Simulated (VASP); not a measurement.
Write the native input for VASP 6.6.1 that does the following.

```yaml
Task: single point
Functional: PBEsol
Potentials_or_basis: VASP PAW PBE potentials, release 64 (P)
Cutoff: 520 eV
k_mesh: 6 × 1 × 4
Occupations: gaussian, width 0.01 eV
Spin: no spin polarisation
Dipole_correction: no
Further_INCAR_settings: ALGO = Normal; EDIFF = 1e-06; NBANDS = 18
```

The structure of P lies in POSCAR:

```
P
1.0
    3.2884131033      0.0000000000      0.0000000000
    0.0000000000     34.8700057900      0.0000000000
    0.0000000000      0.0000000000      4.5873403583
P
4
Direct
    0.0000000000      0.9700352370      0.5897387270
    0.0000000000      0.0299647630      0.4102612730
    0.5000000000      0.0299647630      0.0897387270
    0.5000000000      0.9700352370      0.9102612730
```

One way to write it, as run:

INCAR

```
ALGO     = Normal         # electronic algorithm
EDIFF    = 1E-6           # SCF threshold, eV
ENCUT    = 520            # plane-wave cutoff, eV
GGA      = PS             # functional
ISIF     = 2              # what is computed and relaxed
ISMEAR   = 0              # smearing method
LASPH    = T              # aspherical terms in the spheres
LCHARG   = T              # write CHGCAR
LELF     = T              # ELF
LREAL    = F              # projectors in reciprocal space
LVHAR    = T            
LWAVE    = F              # write WAVECAR
NBANDS   = 18             # bands
NELM     = 80             # most SCF steps
PREC     = Accurate       # precision mode
SIGMA    = 0.01           # smearing width, eV
```

KPOINTS

```
k-points
0
Gamma
  6 1 4
```

Potentials or basis: VASP PAW PBE potentials, release 64 (P).

Command:

```sh
$ cat potpaw_PBE.64/P/POTCAR > POTCAR
$ mpirun -np 1 vasp_std > vasp.out
```

Results of the run:

```
Largest force          : 0.193 eV/Å
Band gap on the k mesh : 0.84 eV, direct
```

Caveat: the PAW data sets were made with another functional, which shifts forces and pressure a little.

Run time: 2.5 min on 1 thread of Intel(R) Xeon(R) Platinum 8375C CPU @ 2.90GHz (Ice Lake) (shared host), peak memory 0.51 GiB.
